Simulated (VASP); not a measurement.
Input of a VASP 6.6.1 run:

INCAR

```
SYSTEM = TiPt3
PREC = Accurate ; ENCUT = 520
EDIFF = 1E-7 ; ISMEAR = 0
SIGMA = 0.05 ; LREAL = .False.
LASPH = .True. ; NELM = 100
ALGO = Fast ; ISIF = 2
LWAVE = .False. ; LCHARG = .True.
GGA = PE ; LELF = .True.
LVHAR = .True. ; NBANDS = 29
```

The input KPOINTS:

```
Automatic mesh
0
Gamma
  10 10 10
  0 0 0
```

Contents of POSCAR:

```
TiPt3
1.0
    3.8970000000      0.0000000000      0.0000000000
    0.0000000000      3.8970000000      0.0000000000
    0.0000000000      0.0000000000      3.8970000000
Ti Pt
1 3
Direct
    0.0000000000      0.0000000000      0.0000000000
    0.0000000000      0.5000000000      0.5000000000
    0.5000000000      0.0000000000      0.5000000000
    0.5000000000      0.5000000000      0.0128303823
```

Potentials or basis: VASP PAW PBE potentials, release 64 (Ti_sv, Pt).

The run is started by

```sh
$ cat potpaw_PBE.64/Ti_sv/POTCAR potpaw_PBE.64/Pt/POTCAR > POTCAR
$ mpirun -np 1 vasp_std > vasp.out
```

Task: Predict the pressure.

Result: 9.9 GPa.

Task: Estimate the largest force.

Result: 0.778 eV/Å.

Task: Predict the band gap on the k mesh.

Result: Zero (bands 21 and 22 overlap by 1.78 eV).

Stress tensor (GPa, compression positive):
```
 9.90  0.00  0.00
 0.00  9.90  0.00
 0.00  0.00 10.02
```

Caveat: the cell stands under pressure; spin-orbit coupling is left out, which moves the levels of the heavy elements.
